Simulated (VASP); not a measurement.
# Sc (Im-3m) in VASP: a series of runs

The runs below take Sc through single point, relaxation of cell and atoms, with RPBE.

Program: VASP 6.6.1. These are calculated values, not measurements. Logs are shortened: lines on timing, memory, paths and dates and some standing lists are left out, and cuts for length are marked.

**1. The cell of the first run**

It takes space group Im-3m (No. 229, cubic). The conventional cell has a = 3.729 Å, b = 3.729 Å, c = 3.729 Å, α = 90.00°, β = 90.00°, γ = 90.00°. Within 4.2 Å of Sc (site symmetry m-3m) lie 14 Sc at 3.23 to 3.73 Å.

**2. Single point, RPBE**

The input, INCAR:

```
SYSTEM = Sc
  ALGO = Normal
  EDIFF = 1E-6
  ENCUT = 500
  GGA = RP
  GGA_COMPAT = .FALSE.
  ISIF = 2
  ISMEAR = -1
  LASPH = .TRUE.
  LCHARG = .FALSE.
  LREAL = .FALSE.
  LWAVE = .FALSE.
  NBANDS = 12
  NELM = 120
  PREC = Accurate
  SIGMA = 0.1
```

The input, KPOINTS:

```
k-points
0
G
  12 12 12
  0 0 0
```

The input, POSCAR:

```
Sc
1.0
   -1.8646437122      1.8646437122      1.8646437122
    1.8646437122     -1.8646437122      1.8646437122
    1.8646437122      1.8646437122     -1.8646437122
Sc
1
Direct
    0.0000000000      0.0000000000      0.0000000000
```

Potentials or basis: VASP PAW PBE potentials, release 64 (Sc_sv).

Started as:

```console
cat potpaw_PBE.64/Sc_sv/POTCAR > POTCAR
mpirun -np 1 vasp_std > vasp.out
```

OUTCAR:

```text
SYSTEM = Sc
   EDIFF = 1E-6
   ENCUT = 500
   GGA = RP
   ISIF = 2
   ISMEAR = -1
   LASPH = .TRUE.
   LREAL = .FALSE.
   NELM = 120
   PREC = Accurate

 ion  position               nearest neighbor table
   1  0.000  0.000  0.000-

  LATTYP: Found a body centered cubic cell.
 ALAT       =     3.7292874244

  Lattice vectors:

 A1 = (  -1.8646437122,   1.8646437122,   1.8646437122)
 A2 = (   1.8646437122,  -1.8646437122,   1.8646437122)
 A3 = (   1.8646437122,   1.8646437122,  -1.8646437122)

Analysis of symmetry for initial positions (statically):
=====================================================================
 Subroutine PRICEL returns:
 Original cell was already a primitive cell.

 Routine SETGRP: Setting up the symmetry group for a
 body centered cubic supercell.

 Subroutine GETGRP returns: Found 48 space group operations
 (whereof 48 operations were pure point group operations)
 out of a pool of 48 trial point group operations.

The static configuration has the point symmetry O_h .

Analysis of symmetry for dynamics (positions and initial velocities):
=====================================================================
 Subroutine PRICEL returns:
 Original cell was already a primitive cell.

 Routine SETGRP: Setting up the symmetry group for a
 body centered cubic supercell.

 Subroutine GETGRP returns: Found 48 space group operations
 (whereof 48 operations were pure point group operations)
 out of a pool of 48 trial point group operations.

The dynamic configuration has the point symmetry O_h .

 Subroutine INISYM returns: Found 48 space group operations
 (whereof 48 operations are pure point group operations),
 and found     1 'primitive' translations

----------------------------------------------------------------------------------------

                                     Primitive cell

  volume of cell :      25.9327

  direct lattice vectors                    reciprocal lattice vectors
    -1.864643712  1.864643712  1.864643712     0.000000000  0.268147741  0.268147741
     1.864643712 -1.864643712  1.864643712     0.268147741  0.000000000  0.268147741
     1.864643712  1.864643712 -1.864643712     0.268147741  0.268147741  0.000000000

  length of vectors
     3.229657648  3.229657648  3.229657648     0.379218173  0.379218173  0.379218173

[... 77 lines left out ...]
   NELM   =    120;   NELMIN=  2; NELMDL= -5     # of ELM steps
   EDIFF  = 0.1E-05   stopping-criterion for ELM
   LREAL  =      F    real-space projection
   EDIFFG = 0.1E-04   stopping-criterion for IOM
   NSW    =      0    number of steps for IOM
   IBRION =     -1    ionic relax: 0-MD 1-quasi-New 2-CG
   NFREE  =      0    steps in history (QN), initial steepest desc. (CG)
   ISIF   =      2    stress and relaxation
   ISYM   =      2    0-nonsym 1-usesym 2-fastsym
   POTIM  = 0.5000    time-step for ionic-motion
   TEBEG  =    0.0;   TEEND  =   0.0 temperature during run
   PSTRESS=    0.0 pullay stress
   NELECT =      11.0000    total number of electrons
   NUPDOWN=      -1.0000    fix difference up-down
   EMIN   =  10.00;   EMAX   =-10.00  energy-range for DOS
   EFERMI =   0.00;   METHOD = LEGACY
   ISMEAR =    -1;   SIGMA  =   0.10  broadening in eV -4-tet -1-fermi 0-gaus
   EFERMI_NEDOS =   21; number of points for ismear=-14 and -15
   IALGO  =     38    algorithm
   IMIX   =      4    mixing-type and parameters
     AMIX     =   0.40;   BMIX     =  1.00
     AMIX_MAG =   1.60;   BMIX_MAG =  1.00
  volume/ion in A,a.u.               =      25.93       175.00
  Fermi-wavevector in a.u.,A,eV,Ry     =   1.230051  2.324460 20.585969  1.513026
  Thomas-Fermi vector in A             =   2.364915
   LORBIT       =      0    0 simple, 1 ext, 2 COOP (PROOUT), +10 PAW based schemes
   GGA     = RP    functional components
   LHFCALC =     F    Hartree Fock is set to
   AEXX    =    0.0000 exact exchange contribution
   IVDW    =     0    specifies the selected vdW correction
   LEPSILON=     F    determine dielectric tensor
   LRPA    =     F    only Hartree local field effects (RPA)
 non-spin polarized calculation
  energy-cutoff  :      500.00
  volume of cell :       25.93
 maximum number of plane-waves:       682
   NGX = 11   NGY = 11   NGZ = 11

 number of electron      10.9999996 magnetization

 Free energy of the ion-electron system (eV)
  ---------------------------------------------------
  ext. energy  EPLUGINS =         0.00000000
  ---------------------------------------------------
  free energy    TOTEN  =        -5.88613965 eV

  energy without entropy =       -5.80464523  energy(sigma->0) =       -5.84539244

 E-fermi :   3.6023     XC(G=0):  -9.5621

 val. band max:        3.5831181069   @ k =  -0.4167   0.5000   0.0833
 cond. band min:       3.6295506604   @ k =   0.2500   0.1667   0.0833
 fundamental gap:      0.0464325535
 Fermi energy:         3.6022899899

 k-point     1 :       0.0000    0.0000    0.0000
  band No.  band energies     occupation
      1     -46.2552      2.00000
      2     -24.6233      2.00000
      3     -24.6233      2.00000
      4     -24.6233      2.00000
      5      -1.5266      2.00000
      6       5.0235      0.00000
      7       5.0235      0.00000
      8       5.0235      0.00000
      9       6.3214      0.00000
     10       6.3214      0.00000
     11      17.3470      0.00000
     12      17.3470      0.00000
[... 331 lines left out ...]
 k-point    24 :       0.4167    0.0833    0.0833
  band No.  band energies     occupation
      1     -46.2045      2.00000
      2     -24.9261      2.00000
      3     -24.7427      2.00000
      4     -24.6450      2.00000
      5       2.2209      2.00000
      6       3.7581      0.34776
      7       3.7941      0.25621
      8       6.3763      0.00000
      9       6.6086      0.00000
     10       7.9898      0.00000
     11      10.0359      0.00000
     12      13.3770      0.00000

 [... further k-points ...]
[... 5 lines left out ...]
  --------------------------------------------------------------------------------------
  -------------------------------------------------------------------------------------
  Total        0.0022925      0.0022925      0.0022925      0.0000000      0.0000000     -0.0000000
  in kB        0.1416369      0.1416369      0.1416369      0.0000000      0.0000000     -0.0000000
  external PRESSURE =       0.1416369 kB  Pullay stress =       0.0000000 kB

 VOLUME and BASIS-vectors are now :
 -----------------------------------------------------------------------------
  energy-cutoff  :      500.00
  volume of cell :       25.93
      direct lattice vectors                 reciprocal lattice vectors
    -1.864643712  1.864643712  1.864643712     0.000000000  0.268147741  0.268147741
     1.864643712 -1.864643712  1.864643712     0.268147741  0.000000000  0.268147741
     1.864643712  1.864643712 -1.864643712     0.268147741  0.268147741  0.000000000

 POSITION                                       TOTAL-FORCE (eV/Angst)
 -----------------------------------------------------------------------------------
      0.00000      0.00000      0.00000        -0.000000      0.000000     -0.000000
 -----------------------------------------------------------------------------------
    total drift:                                0.000000      0.000000      0.000000

  FREE ENERGIE OF THE ION-ELECTRON SYSTEM (eV)
  ---------------------------------------------------
  free  energy   TOTEN  =        -5.8861396504 eV

  energy  without entropy=       -5.8046452256  energy(sigma->0) =       -5.84539244
```

OSZICAR:

```text
N       E                     dE             d eps       ncg     rms          rms(c)
DAV:   1     0.729831738025E+02    0.72983E+02   -0.50411E+03  1736   0.870E+02
DAV:   2    -0.522874261075E+01   -0.78212E+02   -0.76701E+02  1728   0.281E+02
DAV:   3    -0.662640570160E+01   -0.13977E+01   -0.13739E+01  2276   0.491E+01
DAV:   4    -0.665203093717E+01   -0.25625E-01   -0.25465E-01  2088   0.522E+00
DAV:   5    -0.665248311827E+01   -0.45218E-03   -0.45218E-03  2236   0.714E-01    0.509E+00
DAV:   6    -0.596932014740E+01    0.68316E+00   -0.98291E-01  2576   0.145E+01    0.153E+00
DAV:   7    -0.589111420269E+01    0.78206E-01   -0.19315E-01  2652   0.609E+00    0.698E-01
DAV:   8    -0.588804900636E+01    0.30652E-02   -0.26368E-02  2440   0.239E+00    0.261E-01
DAV:   9    -0.588614244835E+01    0.19066E-02   -0.60115E-03  2504   0.111E+00    0.325E-02
DAV:  10    -0.588614366502E+01   -0.12167E-05   -0.11165E-04  2640   0.128E-01    0.128E-02
DAV:  11    -0.588613929119E+01    0.43738E-05   -0.11401E-05  2612   0.501E-02    0.135E-03
DAV:  12    -0.588613965036E+01   -0.35917E-06   -0.93980E-08   968   0.338E-03
   1 F= -.58861397E+01 E0= -.58453924E+01  d E =-.814944E-01
```

It took 21 s on 1 thread of Intel Xeon 8259CL, shared host; peak memory 0.15 GiB.

Results:

```yaml
Free_energy: -5.8861 eV
Pressure: 0.0 GPa
```

Levels at points of the mesh, in eV from the Fermi level:
| k point | band 3 | band 4 | band 5 | band 6 | band 7 | band 8 |
| --- | --- | --- | --- | --- | --- | --- |
| (0.00, 0.00, 0.00) | -28.23 | -28.23 | -5.13 | 1.42 | 1.42 | 1.42 |
| (0.50, 0.00, 0.00) | -28.33 | -28.23 | -1.69 | 0.32 | 0.33 | 2.69 |
| (0.50, 0.50, 0.50) | -28.45 | -28.45 | -1.11 | -1.11 | 3.66 | 3.66 |

Caveat: the PAW data sets were made with another functional, which shifts forces and pressure a little.

**3. Relaxation of cell and atoms, RPBE**

This run uses another cell than the first one, of 25.00 Å³/atom, 0.964 times its volume.

The input, INCAR:

```
SYSTEM = Sc
PREC = Accurate
ENCUT = 500
EDIFF = 1E-7
ISMEAR = -1
SIGMA = 0.1
LREAL = .False.
LASPH = .True.
NELM = 120
ALGO = Normal
ISIF = 3
LWAVE = .False.
LCHARG = .False.
GGA = RP
IBRION = 2
NSW = 80
EDIFFG = -0.01
GGA_COMPAT = .False.
NELMIN = 4
```

The input, KPOINTS:

```
Automatic mesh
0
Gamma
  12 12 12
  0 0 0
```

The input, POSCAR:

```
Sc
1.0
   -1.8420678645      1.8420678645      1.8420678645
    1.8420678645     -1.8420678645      1.8420678645
    1.8420678645      1.8420678645     -1.8420678645
Sc
1
Direct
    0.0000000000      0.0000000000      0.0000000000
```

Potentials or basis: VASP PAW PBE potentials, release 64 (Sc_sv).

Started as:

```console
cat potpaw_PBE.64/Sc_sv/POTCAR > POTCAR
mpirun -np 1 vasp_std > vasp.out
```

Wall time 46 s (1 thread of Intel Xeon 8259CL, shared host); peak memory 0.15 GiB.

It converged, with:

- Free energy: -5.8857 eV
- Relaxed volume: 25.94 Å³/atom
- Relaxed cell: a = 3.230 Å, b = 3.230 Å, c = 3.230 Å, α = 109.47°, β = 109.47°, γ = 109.47°
- Space group after relaxing (to 0.05 Å): Im-3m (No. 229)
- Energy gained by relaxing: 5.6 meV/atom
- Ionic steps: 3
- Pressure after relaxing: 0.0 GPa

The path:
```
step  energy change (eV)  largest force (eV/Å)  pressure (GPa)  volume (Å³)
   1              0.0000                0.0000            1.94        25.00
   2             -0.0054                0.0000           -0.33        26.11
   3             -0.0056                0.0000            0.01        25.94
```

Final structure:
```cif
data_structure
_symmetry_space_group_name_H-M 'P 1'
_symmetry_Int_Tables_number 1
_cell_length_a 3.2300
_cell_length_b 3.2300
_cell_length_c 3.2300
_cell_angle_alpha 109.471
_cell_angle_beta 109.471
_cell_angle_gamma 109.471
_cell_volume 25.94
loop_
_atom_site_label
_atom_site_type_symbol
_atom_site_fract_x
_atom_site_fract_y
_atom_site_fract_z
_atom_site_occupancy
Sc1 Sc 0.00000 0.00000 0.00000 1
```

Levels at points of the mesh, in eV from the Fermi level:
| k point | band 2 | band 3 | band 4 | band 5 | band 6 | band 7 | band 8 | band 9 |
| --- | --- | --- | --- | --- | --- | --- | --- | --- |
| (0.00, 0.00, 0.00) | -28.23 | -28.23 | -28.23 | -5.13 | 1.42 | 1.42 | 1.42 | 2.72 |
| (0.50, 0.00, 0.00) | -28.55 | -28.33 | -28.23 | -1.69 | 0.32 | 0.33 | 2.69 | 2.99 |
| (0.50, 0.50, 0.50) | -28.46 | -28.46 | -28.46 | -1.11 | -1.11 | 3.65 | 3.65 | 3.65 |

Caveat: the PAW data sets were made with another functional, which shifts forces and pressure a little.
